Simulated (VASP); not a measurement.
# Sc (P6_3/mmc) in VASP: notebook

Runs on Sc. Level: revPBE. Tasks: single point.

Program: VASP 6.6.1. These are calculated values, not measurements. Logs are shortened: lines on timing, memory, paths and dates and some standing lists are left out, and cuts for length are marked.

### 1 The cell of the first run

The structure is hexagonal, space group P6_3/mmc (No. 194). The conventional cell has a = 3.282 Å, b = 3.282 Å, c = 10.485 Å, α = 90.00°, β = 90.00°, γ = 120.00°. Sc (site symmetry -3m) has 12 Sc at 3.23 to 3.28 Å within 4.3 Å. Within 4.3 Å of Sc (site symmetry -6m2) lie 12 Sc at 3.23 to 3.28 Å.

### 2 Single point, revPBE (volume scaled by 0.96)

Contents of INCAR:

```
SYSTEM = Sc
ALGO = Normal
EDIFF = 1E-6
ENCUT = 520
GGA = RE
ISIF = 2
ISMEAR = -1
LASPH = .True.
LCHARG = .False.
LREAL = .False.
LWAVE = .False.
NBANDS = 30
NELM = 100
PREC = Accurate
SIGMA = 0.1
```

Contents of KPOINTS:

```
k-points
0
Gamma
  12 12 4
  0 0 0
```

Contents of POSCAR:

```
Sc
1.0
    3.2821770793      0.0000000000      0.0000000000
   -1.6410885396      2.8424487304      0.0000000000
    0.0000000000      0.0000000000     10.4852914433
Sc
4
Direct
    0.0000000000      0.0000000000      1.0000000000
    0.0000000000      0.0000000000      0.5000000000
    0.3333333333      0.6666666667      0.2500000000
    0.6666666667      0.3333333333      0.7500000000
```

Potentials or basis: VASP PAW PBE potentials, release 64 (Sc_sv).

Started as:

```bash
cat potpaw_PBE.64/Sc_sv/POTCAR > POTCAR
mpirun -np 1 vasp_std > vasp.out
```

OUTCAR:

```text
SYSTEM = Sc
   EDIFF = 1E-6
   ENCUT = 520
   GGA = RE
   ISIF = 2
   ISMEAR = -1
   LASPH = .True.
   LREAL = .False.
   NELM = 100
   PREC = Accurate

 ion  position               nearest neighbor table
   1  0.000  0.000  0.000-   3 3.23   4 3.23   3 3.23   4 3.23   4 3.23   3 3.23
   2  0.000  0.000  0.500-   3 3.23   4 3.23   3 3.23   4 3.23   4 3.23   3 3.23
   3  0.333  0.667  0.250-   1 3.23   2 3.23   1 3.23   2 3.23   1 3.23   2 3.23
   4  0.667  0.333  0.750-   1 3.23   2 3.23   1 3.23   2 3.23   1 3.23   2 3.23

  LATTYP: Found a hexagonal cell.
 ALAT       =     3.2821770793
 C/A-ratio  =     3.1946147907

  Lattice vectors:

 A1 = (   3.2821770793,   0.0000000000,   0.0000000000)
 A2 = (  -1.6410885396,   2.8424487304,   0.0000000000)
 A3 = (   0.0000000000,   0.0000000000,  10.4852914433)

Analysis of symmetry for initial positions (statically):
=====================================================================
 Subroutine PRICEL returns:
 Original cell was already a primitive cell.

 Routine SETGRP: Setting up the symmetry group for a
 hexagonal supercell.

 Subroutine GETGRP returns: Found 24 space group operations
 (whereof 12 operations were pure point group operations)
 out of a pool of 24 trial point group operations.

The static configuration has the point symmetry D_3d.
 The point group associated with its full space group is D_6h.

Analysis of symmetry for dynamics (positions and initial velocities):
=====================================================================
 Subroutine PRICEL returns:
 Original cell was already a primitive cell.

 Routine SETGRP: Setting up the symmetry group for a
 hexagonal supercell.

 Subroutine GETGRP returns: Found 24 space group operations
 (whereof 12 operations were pure point group operations)
 out of a pool of 24 trial point group operations.

The dynamic configuration has the point symmetry D_3d.
 The point group associated with its full space group is D_6h.

 Subroutine INISYM returns: Found 24 space group operations
 (whereof 12 operations are pure point group operations),
 and found     1 'primitive' translations

----------------------------------------------------------------------------------------

                                     Primitive cell

  volume of cell :      97.8217

  direct lattice vectors                    reciprocal lattice vectors
     3.282177079  0.000000000  0.000000000     0.304675822  0.175904668  0.000000000
    -1.641088540  2.842448730  0.000000000     0.000000000  0.351809336  0.000000000
     0.000000000  0.000000000 10.485291443     0.000000000  0.000000000  0.095371693

  length of vectors
     3.282177079  3.282177079 10.485291443     0.351809336  0.351809336  0.095371693

  position of ions in fractional coordinates (direct lattice)
     0.000000000  0.000000000  0.000000000
     0.000000000  0.000000000  0.500000000
     0.333333333  0.666666667  0.250000000
     0.666666667  0.333333333  0.750000000

  ion indices of the primitive-cell ions
   primitive index   ion index
                 1           1
                 2           2
                 3           3
                 4           4

----------------------------------------------------------------------------------------

 KPOINTS: k-points

Automatic generation of k-mesh.
 Grid dimensions read from file:
 generate k-points for:   12   12    4

 Generating k-lattice:

  Cartesian coordinates                     Fractional coordinates (reciprocal lattice)
     0.025389652  0.014658722  0.000000000     0.083333333 -0.000000000  0.000000000
     0.000000000  0.029317445  0.000000000     0.000000000  0.083333333  0.000000000
     0.000000000  0.000000000  0.023842923     0.000000000  0.000000000  0.250000000

  Length of vectors
     0.029317445  0.029317445  0.023842923

  Shift w.r.t. Gamma in fractional coordinates (k-lattice)
     0.000000000  0.000000000  0.000000000

 Subroutine IBZKPT returns following result:
 ===========================================

 Found     57 irreducible k-points:

 Following reciprocal coordinates:
            Coordinates               Weight
  0.000000  0.000000  0.000000      1.000000
  0.083333  0.000000  0.000000      6.000000
  0.166667  0.000000  0.000000      6.000000
  0.250000  0.000000  0.000000      6.000000
  0.333333  0.000000  0.000000      6.000000
  0.416667  0.000000  0.000000      6.000000
[... 16 lines left out ...]
  0.250000  0.000000  0.250000     12.000000
  0.333333  0.000000  0.250000     12.000000
 [... further k-points ...]
   k-points           NKPTS =     57   k-points in BZ     NKDIM =     57   number of bands    NBANDS=     30
   number of dos      NEDOS =    301   number of ions     NIONS =      4
   total plane-waves  NPLWV =  46080
   dimension x,y,z NGX =    24 NGY =   24 NGZ =   80
   dimension x,y,z NGXF=    48 NGYF=   48 NGZF=  160
   ions per type =               4
   NGX,Y,Z   is equivalent  to a cutoff of  12.16, 12.16, 12.68 a.u.
   NGXF,Y,Z  is equivalent  to a cutoff of  24.31, 24.31, 25.37 a.u.
 SYSTEM =  Sc
   PREC   = accura    normal or accurate (medium, high low for compatibility)
   ISTART =      0    job   : 0-new  1-cont  2-samecut
   ICHARG =      2    charge: 1-file 2-atom 10-const
   ISPIN  =      1    spin polarized calculation?
   LNONCOLLINEAR =      F non collinear calculations
   LSORBIT =      F    spin-orbit coupling
   LASPH  =      T    aspherical Exc in radial PAW
   ENCUT  =  520.0 eV  38.22 Ry    6.18 a.u.   6.10  6.10 19.50*2*pi/ulx,y,z
   NELM   =    100;   NELMIN=  2; NELMDL= -5     # of ELM steps
   EDIFF  = 0.1E-05   stopping-criterion for ELM
   LREAL  =      F    real-space projection
   EDIFFG = 0.1E-04   stopping-criterion for IOM
   NSW    =      0    number of steps for IOM
   IBRION =     -1    ionic relax: 0-MD 1-quasi-New 2-CG
   NFREE  =      0    steps in history (QN), initial steepest desc. (CG)
   ISIF   =      2    stress and relaxation
   ISYM   =      2    0-nonsym 1-usesym 2-fastsym
   POTIM  = 0.5000    time-step for ionic-motion
   TEBEG  =    0.0;   TEEND  =   0.0 temperature during run
   PSTRESS=    0.0 pullay stress
   NELECT =      44.0000    total number of electrons
   NUPDOWN=      -1.0000    fix difference up-down
   EMIN   =  10.00;   EMAX   =-10.00  energy-range for DOS
   EFERMI =   0.00;   METHOD = LEGACY
   ISMEAR =    -1;   SIGMA  =   0.10  broadening in eV -4-tet -1-fermi 0-gaus
   EFERMI_NEDOS =   21; number of points for ismear=-14 and -15
   IALGO  =     38    algorithm
   IMIX   =      4    mixing-type and parameters
     AMIX     =   0.40;   BMIX     =  1.00
     AMIX_MAG =   1.60;   BMIX_MAG =  1.00
  volume/ion in A,a.u.               =      24.46       165.03
  Fermi-wavevector in a.u.,A,eV,Ry     =   1.254336  2.370352 21.406858  1.573360
  Thomas-Fermi vector in A             =   2.388146
   LORBIT       =      0    0 simple, 1 ext, 2 COOP (PROOUT), +10 PAW based schemes
   GGA     = RE    functional components
   LHFCALC =     F    Hartree Fock is set to
   AEXX    =    0.0000 exact exchange contribution
   IVDW    =     0    specifies the selected vdW correction
   LEPSILON=     F    determine dielectric tensor
   LRPA    =     F    only Hartree local field effects (RPA)
 non-spin polarized calculation
  energy-cutoff  :      520.00
  volume of cell :       97.82
 maximum number of plane-waves:      2676
   NGX = 13   NGY = 13   NGZ = 39

 number of electron      44.0000002 magnetization

 Free energy of the ion-electron system (eV)
  ---------------------------------------------------
  ext. energy  EPLUGINS =         0.00000000
  ---------------------------------------------------
  free energy    TOTEN  =       -24.00013993 eV

  energy without entropy =      -23.75257491  energy(sigma->0) =      -23.87635742

 E-fermi :   3.8433     XC(G=0):  -9.8189

 val. band max:        3.8323271707   @ k =   0.3333   0.2500   0.2500
 cond. band min:       3.8597908978   @ k =   0.3333   0.0833   0.2500
 fundamental gap:      0.0274637271
 Fermi energy:         3.8432912169

 k-point     1 :       0.0000    0.0000    0.0000
  band No.  band energies     occupation
      1     -45.6685      2.00000
      2     -45.6405      2.00000
      3     -45.6299      2.00000
      4     -45.6017      2.00000
      5     -24.4471      2.00000
      6     -24.2552      2.00000
[... 22 lines left out ...]
     29       5.6758      0.00000
     30       5.6865      0.00000

 k-point     2 :       0.0833    0.0000    0.0000
  band No.  band energies     occupation
      1     -45.6651      2.00000
      2     -45.6381      2.00000
      3     -45.6275      2.00000
      4     -45.6003      2.00000
      5     -24.4380      2.00000
      6     -24.2581      2.00000
[... 22 lines left out ...]
     29       5.7262      0.00000
     30       5.7906      0.00000

 k-point     3 :       0.1667    0.0000    0.0000
  band No.  band energies     occupation
      1     -45.6556      2.00000
      2     -45.6314      2.00000
      3     -45.6208      2.00000
      4     -45.5965      2.00000
      5     -24.4122      2.00000
      6     -24.2713      2.00000
[... 22 lines left out ...]
     29       5.6937      0.00000
     30       6.0403      0.00000

 k-point     4 :       0.2500    0.0000    0.0000
  band No.  band energies     occupation
      1     -45.6420      2.00000
      2     -45.6223      2.00000
      3     -45.6116      2.00000
      4     -45.5918      2.00000
      5     -24.3759      2.00000
      6     -24.3017      2.00000
[... 22 lines left out ...]
     29       5.6782      0.00000
     30       6.0239      0.00000

 k-point     5 :       0.3333    0.0000    0.0000
  band No.  band energies     occupation
      1     -45.6274      2.00000
      2     -45.6132      2.00000
      3     -45.6025      2.00000
      4     -45.5881      2.00000
      5     -24.3696      2.00000
      6     -24.3544      2.00000
[... 22 lines left out ...]
     29       5.5132      0.00000
     30       6.2228      0.00000
[... 526 lines left out ...]
     29       5.6890      0.00000
     30       5.7102      0.00000

 k-point    22 :       0.1667    0.0000    0.2500
  band No.  band energies     occupation
      1     -45.6534      2.00000
      2     -45.6384      2.00000
      3     -45.6138      2.00000
      4     -45.5987      2.00000
      5     -24.4007      2.00000
      6     -24.3189      2.00000
[... 22 lines left out ...]
     29       5.7434      0.00000
     30       5.7892      0.00000

 k-point    23 :       0.2500    0.0000    0.2500
  band No.  band energies     occupation
      1     -45.6402      2.00000
      2     -45.6277      2.00000
      3     -45.6062      2.00000
      4     -45.5937      2.00000
      5     -24.3706      2.00000
      6     -24.3292      2.00000
[... 22 lines left out ...]
     29       5.6653      0.00000
     30       5.9129      0.00000

 k-point    24 :       0.3333    0.0000    0.2500
  band No.  band energies     occupation
      1     -45.6261      2.00000
      2     -45.6168      2.00000
      3     -45.5988      2.00000
      4     -45.5895      2.00000
      5     -24.3711      2.00000
      6     -24.3393      2.00000
[... 22 lines left out ...]
     29       5.5135      0.00000
     30       5.9213      0.00000

 [... further k-points ...]
[... 5 lines left out ...]
  --------------------------------------------------------------------------------------
  -------------------------------------------------------------------------------------
  Total        1.3334259      1.3334259      1.3325159      0.0000000      0.0000000     -0.0000000
  in kB       21.8395811     21.8395811     21.8246774      0.0000000      0.0000000     -0.0000000
  external PRESSURE =      21.8346132 kB  Pullay stress =       0.0000000 kB

 VOLUME and BASIS-vectors are now :
 -----------------------------------------------------------------------------
  energy-cutoff  :      520.00
  volume of cell :       97.82
      direct lattice vectors                 reciprocal lattice vectors
     3.282177079  0.000000000  0.000000000     0.304675822  0.175904668  0.000000000
    -1.641088540  2.842448730  0.000000000     0.000000000  0.351809336  0.000000000
     0.000000000  0.000000000 10.485291443     0.000000000  0.000000000  0.095371693

 POSITION                                       TOTAL-FORCE (eV/Angst)
 -----------------------------------------------------------------------------------
      0.00000      0.00000      0.00000        -0.000000      0.000000      0.000000
      0.00000      0.00000      5.24265        -0.000000      0.000000      0.000000
     -0.00000      1.89497      2.62132         0.000000      0.000000      0.000000
      1.64109      0.94748      7.86397        -0.000000      0.000000     -0.000000
 -----------------------------------------------------------------------------------
    total drift:                               -0.000000      0.000000     -0.000000

  FREE ENERGIE OF THE ION-ELECTRON SYSTEM (eV)
  ---------------------------------------------------
  free  energy   TOTEN  =       -24.0001399275 eV

  energy  without entropy=      -23.7525749060  energy(sigma->0) =      -23.87635742
```

Wall time 2.3 min (1 thread of Intel Xeon 6975P-C, shared host); peak memory 0.28 GiB.

Results:

* Free energy: -24.0001 eV
* Pressure: 2.2 GPa
* Band gap on the k mesh: zero (band 22 reaches 4.68 eV, above the bottom of band 23 at 3.49 eV)

Levels at points of the mesh, in eV from the Fermi level:
```tsv
k point	band 20	band 21	band 22	band 23	band 24	band 25
(0.00, 0.00, 0.00)	-1.70	0.39	0.83	0.88	1.49	1.49
(0.50, 0.00, 0.00)	-1.19	-0.49	-0.35	-0.31	0.19	0.87
(0.00, 0.00, 0.50)	-2.34	0.43	0.43	1.45	1.45	1.59
(0.50, 0.00, 0.50)	-1.33	-0.44	-0.44	-0.03	-0.03	1.23
```

Caveat: the cell differs from its parent crystal (volume scaled by 0.96); the PAW data sets were made with another functional, which shifts forces and pressure a little.

### 3 Single point, revPBE

This run uses another cell than the first one, of 25.47 Å³/atom, 1.042 times its volume.

Contents of INCAR:

```
SYSTEM = Sc
PREC = Accurate
ENCUT = 520
EDIFF = 1E-7
ISMEAR = -1
SIGMA = 0.1
LREAL = .False.
LASPH = .True.
NELM = 60
ALGO = Normal
ISIF = 2
LWAVE = .False.
LCHARG = .True.
GGA = RE
LELF = .True.
LVHAR = .True.
NBANDS = 30
```

Contents of KPOINTS:

```
regular mesh
0
Gamma
  12 12 4
  0 0 0
```

Contents of POSCAR:

```
Sc
1.0
    3.3271439969      0.0000000000      0.0000000000
   -1.6635719984      2.8813912234      0.0000000000
    0.0000000000      0.0000000000     10.6289434235
Sc
4
Direct
    0.0000000000      0.0000000000      1.0000000000
    0.0000000000      0.0000000000      0.5000000000
    0.3333333333      0.6666666667      0.2500000000
    0.6666666667      0.3333333333      0.7500000000
```

Potentials or basis: VASP PAW PBE potentials, release 64 (Sc_sv).

Started as:

```bash
cat potpaw_PBE.64/Sc_sv/POTCAR > POTCAR
mpirun -np 1 vasp_std > vasp.out
```

OUTCAR:

```text
SYSTEM = Sc
   PREC = Accurate
   ENCUT = 520
   EDIFF = 1E-7
   ISMEAR = -1
   LREAL = .False.
   LASPH = .True.
   NELM = 60
   ISIF = 2
   GGA = RE

 ion  position               nearest neighbor table
   1  0.000  0.000  0.000-   3 3.28   4 3.28   4 3.28   3 3.28   4 3.28   3 3.28
   2  0.000  0.000  0.500-   3 3.28   4 3.28   4 3.28   3 3.28   4 3.28   3 3.28
   3  0.333  0.667  0.250-   1 3.28   2 3.28   1 3.28   2 3.28   1 3.28   2 3.28
   4  0.667  0.333  0.750-   1 3.28   2 3.28   1 3.28   2 3.28   1 3.28   2 3.28

  LATTYP: Found a hexagonal cell.
 ALAT       =     3.3271439969
 C/A-ratio  =     3.1946147908

  Lattice vectors:

 A1 = (   3.3271439969,   0.0000000000,   0.0000000000)
 A2 = (  -1.6635719984,   2.8813912234,   0.0000000000)
 A3 = (   0.0000000000,   0.0000000000,  10.6289434235)

Analysis of symmetry for initial positions (statically):
=====================================================================
 Subroutine PRICEL returns:
 Original cell was already a primitive cell.

 Routine SETGRP: Setting up the symmetry group for a
 hexagonal supercell.

 Subroutine GETGRP returns: Found 24 space group operations
 (whereof 12 operations were pure point group operations)
[... 166 lines left out ...]
  free energy    TOTEN  =       -24.02946579 eV

  energy without entropy =      -23.77076390  energy(sigma->0) =      -23.90011484

 E-fermi :   3.6047     XC(G=0):  -9.6570

 val. band max:        3.6004677154   @ k =   0.3333   0.2500   0.2500
 cond. band min:       3.6049456577   @ k =   0.1667   0.0000   0.2500
 fundamental gap:      0.0044779423
 Fermi energy:         3.6046948627

 k-point     1 :       0.0000    0.0000    0.0000
  band No.  band energies     occupation
      1     -46.0182      2.00000
      2     -45.9945      2.00000
      3     -45.9862      2.00000
      4     -45.9624      2.00000
      5     -24.7632      2.00000
      6     -24.5970      2.00000
[... 781 lines left out ...]
     29       5.2180      0.00000
     30       5.6037      0.00000

 [... further k-points ...]
[... 5 lines left out ...]
  --------------------------------------------------------------------------------------
  -------------------------------------------------------------------------------------
  Total        0.0134279      0.0134279      0.0173236      0.0000000      0.0000000      0.0000000
  in kB        0.2111329      0.2111329      0.2723864      0.0000000      0.0000000      0.0000000
  external PRESSURE =       0.2315507 kB  Pullay stress =       0.0000000 kB

 VOLUME and BASIS-vectors are now :
 -----------------------------------------------------------------------------
  energy-cutoff  :      520.00
  volume of cell :      101.90
      direct lattice vectors                 reciprocal lattice vectors
     3.327143997  0.000000000  0.000000000     0.300558077  0.173527286  0.000000000
    -1.663571998  2.881391223  0.000000000     0.000000000  0.347054573  0.000000000
     0.000000000  0.000000000 10.628943424     0.000000000  0.000000000  0.094082729

 POSITION                                       TOTAL-FORCE (eV/Angst)
 -----------------------------------------------------------------------------------
      0.00000      0.00000      0.00000        -0.000000      0.000000     -0.000000
      0.00000      0.00000      5.31447        -0.000000      0.000000     -0.000000
     -0.00000      1.92093      2.65724        -0.000000      0.000000      0.000000
      1.66357      0.96046      7.97171         0.000000     -0.000000     -0.000000
 -----------------------------------------------------------------------------------
    total drift:                                0.000000     -0.000000      0.000000

  FREE ENERGIE OF THE ION-ELECTRON SYSTEM (eV)
  ---------------------------------------------------
  free  energy   TOTEN  =       -24.0294657857 eV

  energy  without entropy=      -23.7707638975  energy(sigma->0) =      -23.90011484
```

Run time: 3 min. Hardware: 1 thread of Intel Xeon 6975P-C, shared host; peak memory 0.31 GiB.

What came out:

| Item | Value |
| --- | --- |
| Free energy | -24.0295 eV |
| Pressure | 0.0 GPa |
| Band gap on the k mesh | zero (band 22 reaches 4.42 eV, above the bottom of band 23 at 3.29 eV) |

Levels at points of the mesh, in eV from the Fermi level:
```csv
k point,band 20,band 21,band 22,band 23,band 24,band 25
"(0.00, 0.00, 0.00)",-1.65,0.31,0.81,0.86,1.44,1.44
"(0.50, 0.00, 0.00)",-1.18,-0.46,-0.34,-0.29,0.15,0.85
"(0.00, 0.00, 0.50)",-2.31,0.39,0.39,1.41,1.41,1.54
"(0.50, 0.00, 0.50)",-1.27,-0.40,-0.40,-0.07,-0.07,1.17
```

Caveat: the PAW data sets were made with another functional, which shifts forces and pressure a little.
